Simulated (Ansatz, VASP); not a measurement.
**Ir2Ru in VASP and in Ansatz**

```xyz
6
Lattice="2.7421 0.0000 0.0000 -1.3710 2.3747 0.0000 0.0000 0.0000 13.1556" Properties=species:S:1:pos:R:3 pbc="T T T"
Ru    0.0000    0.0000    8.7511
Ru    0.0000    0.0000    4.4045
Ir    0.0000    0.0000    0.0000
Ir    0.0000    1.5831   10.9073
Ir    0.0000    1.5831    2.2484
Ir    0.0000    1.5831    6.5778
```

Alike in both runs: task single point; functional PBE; k mesh 6 × 6 × 2; occupations gaussian, width 0.1 eV; collinear spin.

```csv
,VASP,Ansatz
version,VASP 6.6.1,Ansatz 0.2.0
potentials or method,"VASP PAW PBE potentials, release 64 (Ru_pv, Ir), cutoff 520 eV","scalar-relativistic, plane waves, PAW"
valence electrons in the cell,64,100
```

VASP gave:

```
gap on the k mesh at the Fermi level (eV)                     : none
pressure (GPa)                                                : 1.2
traceless stress, the component that is largest in VASP (GPa) : -4.37
rms of the force components (eV/Å)                            : 0.008
net moment per atom (μB)                                      : 0.00
```

Q: What did Ansatz give for the same quantities?

A: gap on the k mesh at the Fermi level (eV): none; pressure (GPa): 0.9; traceless stress, the component that is largest in VASP (GPa): -4.39; rms of the force components (eV/Å): 0.015; net moment per atom (μB): 0.00.

Atom by atom the forces differ by 0.008 eV/Å (rms over components). A gap of «none» marks a metal or a gap that the smearing closes. With one functional, cell and mesh, what is left measures potentials, basis and numerics. VASP's potentials hold 64 valence electrons a cell and Ansatz's 100, so a difference there can come from the potentials and not from the codes. Ansatz's warnings: seeded moment not kept.

The k mesh is coarse, so the values compare programs but aren't converged. Neither program's run includes spin-orbit coupling.
